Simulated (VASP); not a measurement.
# PtSe2 (P-3m1) in VASP: a series of runs

PtSe2 is run at these levels: r2SCAN; tasks: single point.

All numbers are computed with VASP 6.6.1; they aren't measurements. Logs are shortened: lines on timing, memory, paths and dates and some standing lists are left out, and cuts for length are marked.

## Step 1: The cell of the first run

The structure is trigonal, space group P-3m1 (No. 164). Conventional cell: a = 3.717 Å, b = 3.717 Å, c = 5.830 Å, α = 90.00°, β = 90.00°, γ = 120.00°. Within 3.3 Å of Pt (site symmetry -3m) lie 6 Se at 2.51 Å. Se (site symmetry 3m) has 3 Pt at 2.51 Å within 3.3 Å.

## Step 2: Single point, r2SCAN

POSCAR

```
PtSe2
1.0
    3.7166002913      0.0000000000      0.0000000000
   -1.8583001457      3.2186702680      0.0000000000
    0.0000000000      0.0000000000      5.8297268771
Pt Se
1 2
Direct
    0.0000000000      0.0000000000      0.0000000000
    0.3333333333      0.6666666667      0.2249744229
    0.6666666667      0.3333333333      0.7750255771
```

INCAR.step1

```
SYSTEM = PtSe2
ALGO = Normal ; EDIFF = 1E-4
ENCUT = 520 ; GGA = PE
ISMEAR = 1 ; LASPH = .True.
LCHARG = .False. ; LREAL = .False.
LWAVE = .True. ; NBANDS = 18
NELM = 80 ; PREC = Accurate
SIGMA = 0.001
```

INCAR.step2

```
SYSTEM = PtSe2
ALGO = Normal ; EDIFF = 1E-6
ENCUT = 520 ; ISIF = 2
ISMEAR = 1 ; ISTART = 1
LASPH = .True. ; LCHARG = .True.
LELF = .True. ; LMIXTAU = .True.
LREAL = .False. ; LVHAR = .True.
LWAVE = .False. ; METAGGA = R2SCAN
NBANDS = 18 ; NELM = 80
PREC = Accurate ; SIGMA = 0.001
```

KPOINTS

```
k-points
0
Gamma
  8 8 4
  0 0 0
```

Potentials or basis: VASP PAW PBE potentials, release 64 (Pt, Se).

The run is started by

```sh
$ cat potpaw_PBE.64/Pt/POTCAR potpaw_PBE.64/Se/POTCAR > POTCAR
$ cp INCAR.step1 INCAR
$ mpirun -np 1 vasp_std > vasp.out
$ cp INCAR.step2 INCAR
$ mpirun -np 1 vasp_std > vasp.out
```

OUTCAR:

```text
SYSTEM = PtSe2
   EDIFF = 1E-6
   ENCUT = 520
   ISIF = 2
   ISMEAR = 1
   ISTART = 1
   LASPH = .True.
   LREAL = .False.
   METAGGA = R2SCAN
   NELM = 80
   PREC = Accurate

 ion  position               nearest neighbor table
   1  0.000  0.000  0.000-   2 2.51   3 2.51   3 2.51   2 2.51   3 2.51   2 2.51
   2  0.333  0.667  0.225-   1 2.51   1 2.51   1 2.51
   3  0.667  0.333  0.775-   1 2.51   1 2.51   1 2.51

  LATTYP: Found a hexagonal cell.
 ALAT       =     3.7166002913
 C/A-ratio  =     1.5685643922

  Lattice vectors:

 A1 = (   3.7166002913,   0.0000000000,   0.0000000000)
 A2 = (  -1.8583001457,   3.2186702680,   0.0000000000)
 A3 = (   0.0000000000,   0.0000000000,   5.8297268771)

Analysis of symmetry for initial positions (statically):
=====================================================================
 Subroutine PRICEL returns:
 Original cell was already a primitive cell.

 Routine SETGRP: Setting up the symmetry group for a
 hexagonal supercell.

 Subroutine GETGRP returns: Found 12 space group operations
 (whereof 12 operations were pure point group operations)
 out of a pool of 24 trial point group operations.

The static configuration has the point symmetry D_3d.

Analysis of symmetry for dynamics (positions and initial velocities):
=====================================================================
 Subroutine PRICEL returns:
 Original cell was already a primitive cell.

 Routine SETGRP: Setting up the symmetry group for a
 hexagonal supercell.

 Subroutine GETGRP returns: Found 12 space group operations
 (whereof 12 operations were pure point group operations)
 out of a pool of 24 trial point group operations.

The dynamic configuration has the point symmetry D_3d.

 Subroutine INISYM returns: Found 12 space group operations
 (whereof 12 operations are pure point group operations),
 and found     1 'primitive' translations

----------------------------------------------------------------------------------------

                                     Primitive cell

  volume of cell :      69.7382

  direct lattice vectors                    reciprocal lattice vectors
     3.716600291  0.000000000  0.000000000     0.269063101  0.155343654  0.000000000
    -1.858300146  3.218670268  0.000000000     0.000000000  0.310687308  0.000000000
[... 78 lines left out ...]
   PREC   = accura    normal or accurate (medium, high low for compatibility)
   ISTART =      1    job   : 0-new  1-cont  2-samecut
   ICHARG =      0    charge: 1-file 2-atom 10-const
   ISPIN  =      1    spin polarized calculation?
   LNONCOLLINEAR =      F non collinear calculations
   LSORBIT =      F    spin-orbit coupling
   LASPH  =      T    aspherical Exc in radial PAW
   ENCUT  =  520.0 eV  38.22 Ry    6.18 a.u.   6.91  6.91 10.84*2*pi/ulx,y,z
   NELM   =     80;   NELMIN=  2; NELMDL=  0     # of ELM steps
   EDIFF  = 0.1E-05   stopping-criterion for ELM
   LREAL  =      F    real-space projection
   EDIFFG = 0.1E-04   stopping-criterion for IOM
   NSW    =      0    number of steps for IOM
   IBRION =     -1    ionic relax: 0-MD 1-quasi-New 2-CG
   NFREE  =      0    steps in history (QN), initial steepest desc. (CG)
   ISIF   =      2    stress and relaxation
   ISYM   =      2    0-nonsym 1-usesym 2-fastsym
   POTIM  = 0.5000    time-step for ionic-motion
   TEBEG  =    0.0;   TEEND  =   0.0 temperature during run
   PSTRESS=    0.0 pullay stress
   NELECT =      22.0000    total number of electrons
   NUPDOWN=      -1.0000    fix difference up-down
   EMIN   =  10.00;   EMAX   =-10.00  energy-range for DOS
   EFERMI =   0.00;   METHOD = LEGACY
   ISMEAR =     1;   SIGMA  =   0.00  broadening in eV -4-tet -1-fermi 0-gaus
   EFERMI_NEDOS =   21; number of points for ismear=-14 and -15
   IALGO  =     38    algorithm
   IMIX   =      4    mixing-type and parameters
     AMIX     =   0.40;   BMIX     =  1.00
     AMIX_MAG =   1.60;   BMIX_MAG =  1.00
  volume/ion in A,a.u.               =      23.25       156.87
  Fermi-wavevector in a.u.,A,eV,Ry     =   1.114446  2.105997 16.898286  1.241989
  Thomas-Fermi vector in A             =   2.251041
   LORBIT       =      0    0 simple, 1 ext, 2 COOP (PROOUT), +10 PAW based schemes
   METAGGA = R2SCAN    functional components
   LHFCALC =     F    Hartree Fock is set to
   AEXX    =    0.0000 exact exchange contribution
   IVDW    =     0    specifies the selected vdW correction
   LEPSILON=     F    determine dielectric tensor
   LRPA    =     F    only Hartree local field effects (RPA)
 non-spin polarized calculation
 Methfessel and Paxton  Order N= 1 SIGMA  =   0.00
  energy-cutoff  :      520.00
  volume of cell :       69.74
 maximum number of plane-waves:      1890
   NGX = 13   NGY = 13   NGZ = 21

 number of electron      21.9999997 magnetization

 Free energy of the ion-electron system (eV)
  ---------------------------------------------------
  ext. energy  EPLUGINS =         0.00000000
  ---------------------------------------------------
  free energy    TOTEN  =       -81.49738579 eV

  energy without entropy =      -81.49738579  energy(sigma->0) =      -81.49738579

 E-fermi :   4.3237     XC(G=0): -10.3749

 val. band max:        4.2939788816   @ k =   0.1250   0.0000   0.0000
 cond. band min:       4.9423151761   @ k =   0.0000   0.2500   0.2500
 fundamental gap:      0.6483362945
 Fermi energy:         4.3237134420

 k-point     1 :       0.0000    0.0000    0.0000
  band No.  band energies     occupation
      1     -10.9882      2.00000
      2      -8.8414      2.00000
      3      -2.0560      2.00000
      4      -1.6264      2.00000
      5      -1.6264      2.00000
      6       0.6767      2.00000
[... 481 lines left out ...]
      5      -0.8905      2.00000
      6      -0.1970      2.00000
[... 10 lines left out ...]
     17      13.8094      0.00000
     18      14.3511      0.00000

 [... further k-points ...]
[... 5 lines left out ...]
  --------------------------------------------------------------------------------------
  -------------------------------------------------------------------------------------
  Total        0.0472082      0.0472082      0.0302775     -0.0000000      0.0000000      0.0000000
  in kB        1.0845691      1.0845691      0.6956009     -0.0000000      0.0000000      0.0000000
  external PRESSURE =       0.9549130 kB  Pullay stress =       0.0000000 kB

 VOLUME and BASIS-vectors are now :
 -----------------------------------------------------------------------------
  energy-cutoff  :      520.00
  volume of cell :       69.74
      direct lattice vectors                 reciprocal lattice vectors
     3.716600291  0.000000000  0.000000000     0.269063101  0.155343654  0.000000000
    -1.858300146  3.218670268  0.000000000     0.000000000  0.310687308  0.000000000
     0.000000000  0.000000000  5.829726877     0.000000000  0.000000000  0.171534623

 POSITION                                       TOTAL-FORCE (eV/Angst)
 -----------------------------------------------------------------------------------
      0.00000      0.00000      0.00000        -0.000000      0.000000      0.000000
     -0.00000      2.14578      1.31154        -0.000000      0.000000      0.010481
      1.85830      1.07289      4.51819         0.000000     -0.000000     -0.010481
 -----------------------------------------------------------------------------------
    total drift:                               -0.000000      0.000000      0.000000

  FREE ENERGIE OF THE ION-ELECTRON SYSTEM (eV)
  ---------------------------------------------------
  free  energy   TOTEN  =       -81.4973857857 eV

  energy  without entropy=      -81.4973857857  energy(sigma->0) =      -81.49738579
```

OUTCAR.step1:

```text
SYSTEM = PtSe2
   EDIFF = 1E-4
   ENCUT = 520
   GGA = PE
   ISMEAR = 1
[... 730 lines left out ...]
      0.00000      0.00000      0.00000         0.000000      0.000000      0.000000
     -0.00000      2.14578      1.31154         0.000000     -0.000000      0.143207
      1.85830      1.07289      4.51819        -0.000000      0.000000     -0.143207
 -----------------------------------------------------------------------------------
    total drift:                               -0.000000      0.000000      0.000000

  FREE ENERGIE OF THE ION-ELECTRON SYSTEM (eV)
  ---------------------------------------------------
  free  energy   TOTEN  =       -14.2807504671 eV

  energy  without entropy=      -14.2807518260  energy(sigma->0) =      -14.28075092
```

Run time: 2.4 min. Hardware: 1 thread of Intel Xeon Platinum 8559C (Emerald Rapids), shared host; peak memory 0.22 GiB.

Results:

* Free energy: -81.4974 eV
* Pressure: 0.1 GPa
* Largest force: 0.010 eV/Å
* Band gap on the k mesh: 0.65 eV, indirect (least direct gap 0.87 eV)

Forces in eV/Å, atoms in the order of the input:
```
Pt   0.000  0.000  0.000
Se   0.000  0.000  0.010
Se   0.000  0.000 -0.010
```

Levels at points of the mesh, in eV from the valence-band top:
| k point | band 8 | band 9 | band 10 | band 11 | band 12 | band 13 | band 14 | band 15 |
| --- | --- | --- | --- | --- | --- | --- | --- | --- |
| (0.00, 0.00, 0.00) | -2.18 | -0.59 | -0.59 | -0.02 | 2.40 | 2.40 | 4.83 | 5.24 |
| (0.50, 0.00, 0.00) | -2.99 | -2.68 | -2.62 | -2.58 | 1.60 | 2.52 | 5.02 | 6.42 |
| (0.00, 0.00, 0.50) | -2.14 | -1.53 | -0.71 | -0.71 | 2.66 | 2.66 | 5.60 | 6.66 |
| (0.50, 0.00, 0.50) | -3.09 | -2.75 | -2.41 | -1.51 | 2.03 | 2.13 | 4.60 | 5.76 |

Caveat: the PAW data sets were made with another functional, which shifts forces and pressure a little; spin-orbit coupling is left out, which moves the levels of the heavy elements. r2SCAN opens gaps a little over a GGA but as a rule still falls short of measured ones.

## Step 3: Single point, r2SCAN

POSCAR is that of step 2.

INCAR.step1

```
SYSTEM = PtSe2
PREC = Accurate
ENCUT = 520
ISMEAR = -5
SIGMA = 0.1
LREAL = .FALSE.
LASPH = .TRUE.
NELM = 60
NBANDS = 18
GGA = PE
ALGO = Normal
EDIFF = 1E-4
LWAVE = .TRUE.
LCHARG = .FALSE.
```

INCAR.step2

```
SYSTEM = PtSe2
PREC = Accurate
ENCUT = 520
EDIFF = 1E-6
ISMEAR = -5
SIGMA = 0.1
LREAL = .FALSE.
LASPH = .TRUE.
NELM = 60
ALGO = Normal
ISIF = 2
LWAVE = .FALSE.
LCHARG = .FALSE.
METAGGA = R2SCAN
LMIXTAU = .TRUE.
NBANDS = 18
ISTART = 1
```

KPOINTS

```
Automatic mesh
0
G
  8 8 4
  0 0 0
```

Potentials or basis: VASP PAW PBE potentials, release 64 (Pt, Se).

The run is started by

```sh
$ cat potpaw_PBE.64/Pt/POTCAR potpaw_PBE.64/Se/POTCAR > POTCAR
$ cp INCAR.step1 INCAR
$ mpirun -np 1 vasp_std > vasp.out
$ cp INCAR.step2 INCAR
$ mpirun -np 1 vasp_std > vasp.out
```

OUTCAR:

```text
SYSTEM = PtSe2
   PREC = Accurate
   ENCUT = 520
   EDIFF = 1E-6
   ISMEAR = -5
   LREAL = .FALSE.
   LASPH = .TRUE.
   NELM = 60
   ISIF = 2
   METAGGA = R2SCAN
   ISTART = 1

 ion  position               nearest neighbor table
   1  0.000  0.000  0.000-   2 2.51   3 2.51   3 2.51   2 2.51   3 2.51   2 2.51
   2  0.333  0.667  0.225-   1 2.51   1 2.51   1 2.51
   3  0.667  0.333  0.775-   1 2.51   1 2.51   1 2.51

  LATTYP: Found a hexagonal cell.
 ALAT       =     3.7166002913
 C/A-ratio  =     1.5685643922

[... 198 lines left out ...]
      6       0.6767      2.00000
[... 481 lines left out ...]
      5      -0.8905      2.00000
      6      -0.1970      2.00000
[... 10 lines left out ...]
     17      13.8094      0.00000
     18      14.3511      0.00000

 [... further k-points ...]
[... 5 lines left out ...]
  --------------------------------------------------------------------------------------
  -------------------------------------------------------------------------------------
  Total        0.0472082      0.0472082      0.0302775     -0.0000000      0.0000000      0.0000000
  in kB        1.0845691      1.0845691      0.6956010     -0.0000000      0.0000000      0.0000000
  external PRESSURE =       0.9549131 kB  Pullay stress =       0.0000000 kB

 VOLUME and BASIS-vectors are now :
 -----------------------------------------------------------------------------
  energy-cutoff  :      520.00
  volume of cell :       69.74
      direct lattice vectors                 reciprocal lattice vectors
     3.716600291  0.000000000  0.000000000     0.269063101  0.155343654  0.000000000
    -1.858300146  3.218670268  0.000000000     0.000000000  0.310687308  0.000000000
     0.000000000  0.000000000  5.829726877     0.000000000  0.000000000  0.171534623

 POSITION                                       TOTAL-FORCE (eV/Angst)
 -----------------------------------------------------------------------------------
      0.00000      0.00000      0.00000         0.000000      0.000000     -0.000000
     -0.00000      2.14578      1.31154        -0.000000      0.000000      0.010481
      1.85830      1.07289      4.51819         0.000000     -0.000000     -0.010481
 -----------------------------------------------------------------------------------
    total drift:                                0.000000      0.000000      0.000000

  FREE ENERGIE OF THE ION-ELECTRON SYSTEM (eV)
  ---------------------------------------------------
  free  energy   TOTEN  =       -81.4973857857 eV

  energy  without entropy=      -81.4973857857  energy(sigma->0) =      -81.49738579
```

OUTCAR.step1:

```text
SYSTEM = PtSe2
   PREC = Accurate
   ENCUT = 520
   ISMEAR = -5
   LREAL = .FALSE.
   LASPH = .TRUE.
[... 731 lines left out ...]
      0.00000      0.00000      0.00000        -0.000000      0.000000      0.000000
     -0.00000      2.14578      1.31154         0.000000     -0.000000      0.143207
      1.85830      1.07289      4.51819        -0.000000      0.000000     -0.143207
 -----------------------------------------------------------------------------------
    total drift:                               -0.000000      0.000000      0.000000

  FREE ENERGIE OF THE ION-ELECTRON SYSTEM (eV)
  ---------------------------------------------------
  free  energy   TOTEN  =       -14.2807518256 eV

  energy  without entropy=      -14.2807518256  energy(sigma->0) =      -14.28075183
```

OSZICAR.step1:

```text
N       E                     dE             d eps       ncg     rms          rms(c)
DAV:   1     0.112234939447E+03    0.11223E+03   -0.98032E+03  1260   0.105E+03
DAV:   2    -0.975682223084E+01   -0.12199E+03   -0.11811E+03  1538   0.209E+02
DAV:   3    -0.150751385390E+02   -0.53183E+01   -0.52833E+01  1586   0.440E+01
DAV:   4    -0.151200578935E+02   -0.44919E-01   -0.44899E-01  1556   0.431E+00
DAV:   5    -0.151206361606E+02   -0.57827E-03   -0.57825E-03  1554   0.477E-01    0.124E+01
DAV:   6    -0.144950953891E+02    0.62554E+00   -0.40744E+00  1324   0.190E+01    0.704E+00
DAV:   7    -0.142992999929E+02    0.19580E+00   -0.79866E-01  1310   0.879E+00    0.366E+00
DAV:   8    -0.142829007666E+02    0.16399E-01   -0.49226E-02  1412   0.156E+00    0.760E-01
DAV:   9    -0.142804536570E+02    0.24471E-02   -0.78742E-03  1386   0.874E-01    0.182E-01
DAV:  10    -0.142807505996E+02   -0.29694E-03   -0.14409E-03  1444   0.233E-01    0.499E-02
DAV:  11    -0.142807518256E+02   -0.12260E-05   -0.59771E-05   876   0.660E-02
   1 F= -.14280752E+02 E0= -.14280752E+02  d E =0.000000E+00
```

Wall time 2.2 min (1 thread of Intel Xeon Platinum 8559C (Emerald Rapids), shared host); peak memory 0.21 GiB.

Results:

| Property | Result |
| --- | --- |
| Free energy | -81.4974 eV |
| Pressure | 0.1 GPa |
| Largest force | 0.010 eV/Å |
| Band gap on the k mesh | 0.65 eV, indirect (least direct gap 0.87 eV) |

Forces on the atoms (eV/Å):
```
Pt   0.000  0.000  0.000
Se   0.000  0.000  0.010
Se   0.000  0.000 -0.010
```

Caveat: the PAW data sets were made with another functional, which shifts forces and pressure a little; spin-orbit coupling is left out, which moves the levels of the heavy elements.

(Continued in part 2 of 2.)
